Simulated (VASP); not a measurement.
A run of VASP 6.6.1:

The input INCAR:

```
PREC = Accurate ; ENCUT = 520
EDIFF = 1E-7 ; ISMEAR = 0
SIGMA = 0.15 ; LREAL = False
LASPH = True ; NELM = 80
ALGO = Fast ; ISIF = 2
LWAVE = False ; LCHARG = True
GGA = PS ; LELF = True
LVHAR = True ; NBANDS = 10
```

KPOINTS

```
Automatic mesh
0
Gamma
  20 20 20
```

POSCAR

```
Na
1.0
   -1.7769499393      1.7769499393      2.9781268488
    1.7769499393     -1.7769499393      2.9781268488
    1.7769499393      1.7769499393     -2.9781268488
Na
1
Direct
    0.0000000000      0.0000000000      0.0000000000
```

Potentials or basis: VASP PAW PBE potentials, release 64 (Na_pv).

The run is started by

```bash
$ cat potpaw_PBE.64/Na_pv/POTCAR > POTCAR
$ mpirun -np 1 vasp_std > vasp.out
```

Hardware: 1 thread of Intel(R) Xeon(R) Platinum 8488C (Sapphire Rapids), with other jobs on the host.

Question: Estimate the wall time of this run.

Answer: Run time: 3.7 min on 1 thread of Intel(R) Xeon(R) Platinum 8488C (Sapphire Rapids), on a shared host, peak memory 0.31 GiB. Counts: scf iterations 13, k points 641.
